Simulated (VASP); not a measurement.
Here is a VASP 6.6.1 calculation.

The input INCAR:

```
SYSTEM = SnO2
PREC = Accurate
ENCUT = 520
EDIFF = 1E-6
ISMEAR = 0
SIGMA = 0.05
LREAL = .FALSE.
LASPH = .TRUE.
NELM = 80
ALGO = Normal
ISIF = 2
LWAVE = .FALSE.
LCHARG = .FALSE.
GGA = PE
NBANDS = 35
```

File KPOINTS:

```
Automatic mesh
0
G
  6 6 8
  0 0 0
```

POSCAR

```
SnO2
1.0
    4.8277049961      0.0000000000      0.0000000000
    0.0000000000      4.8277049961      0.0000000000
    0.0000000000      0.0000000000      3.2379909406
Sn O
2 4
Direct
    0.0000000000      0.0000000000      0.0000000000
    0.5000000000      0.5000000000      0.5000000000
    0.2736496704      0.3395605022      0.0000000000
    0.2263503296      0.8395605022      0.5000000000
    0.7263503296      0.6604394978      0.0000000000
    0.7736496704      0.1604394978      0.5000000000
```

Potentials or basis: VASP PAW PBE potentials, release 64 (Sn_d, O).

Command:

```sh
$ cat potpaw_PBE.64/Sn_d/POTCAR potpaw_PBE.64/O/POTCAR > POTCAR
$ mpirun -np 1 vasp_std > vasp.out
```

Q: Predict the band gap on the k mesh.

A: 1.00 eV, indirect (least direct gap 1.10 eV).

Q: Estimate the pressure.

A: -1.3 GPa.

Forces on the atoms (eV/Å):
```
Sn   0.000  0.000  0.000
Sn   0.000  0.000  0.000
O    0.239 -0.097  0.000
O   -0.239 -0.097  0.000
O   -0.239  0.097  0.000
O    0.239  0.097  0.000
```

Caveat: the cell differs from its parent crystal (mode 4 (110.0 1/cm) frozen in, largest displacement +0.225 Å); spin-orbit coupling is left out, which moves the levels of the heavy elements. A k mesh can miss the band edges.
